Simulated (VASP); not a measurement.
Set up this calculation in VASP 6.6.1, as the native input.

* Task: single point
* Functional: LDA
* Potentials or basis: VASP PAW LDA potentials, release 64 (K_sv, Na_pv, I, Cl)
* Cutoff: 520 eV
* k mesh: 6 × 6 × 4
* Occupations: gaussian, width 0.05 eV
* Spin: no spin polarisation
* Dipole correction: no
* Further INCAR settings: ALGO = Normal; EDIFF = 1e-06; NBANDS = 23

The structure of KNaICl lies in POSCAR:

```
KNaICl
1.0
    4.0035430345      0.0000000000      0.0000000000
    0.0000000000      4.9540415696      0.0000000000
    0.0000000000      0.0000000000      6.0230159778
K Na I Cl
1 1 1 1
Direct
    0.5000000000      0.5000000000      0.5000000000
    0.0000000000      0.0000000000      0.0000000000
    0.5000000000      0.5000000000      0.0000000000
    0.0000000000      0.0000000000      0.5000000000
```

This cell differs from its parent crystal: strain +e along x and -e along y -0.1100, strain +e along z and -e/2 along x and y -0.0733.

These files were run (other wordings do the same):

INCAR

```
SYSTEM = KNaICl
ALGO = Normal ; EDIFF = 1E-6
ENCUT = 520 ; GGA = CA
ISIF = 2 ; ISMEAR = 0
LASPH = .True. ; LCHARG = .False.
LREAL = .False. ; LWAVE = .False.
NBANDS = 23 ; NELM = 100
PREC = Accurate ; SIGMA = 0.05
```

KPOINTS

```
k-points
0
Gamma
  6 6 4
  0 0 0
```

Potentials or basis: VASP PAW LDA potentials, release 64 (K_sv, Na_pv, I, Cl).

Run with:

```sh
$ cat potpaw_LDA.64/K_sv/POTCAR potpaw_LDA.64/Na_pv/POTCAR potpaw_LDA.64/I/POTCAR potpaw_LDA.64/Cl/POTCAR > POTCAR
$ mpirun -np 1 vasp_std > vasp.out
```

It gave:

The pressure is 0.7 GPa and the band gap on the k mesh is 3.13 eV, direct.

Caveat: the cell differs from its parent crystal (strain +e along x and -e along y -0.1100, strain +e along z and -e/2 along x and y -0.0733); spin-orbit coupling is left out, which moves the levels of the heavy elements.

Wall time 2.1 min on 1 thread of Intel(R) Xeon(R) Platinum 8259CL CPU @ 2.50GHz (Skylake/Cascade Lake), with other jobs on the host, peak memory 0.29 GiB.
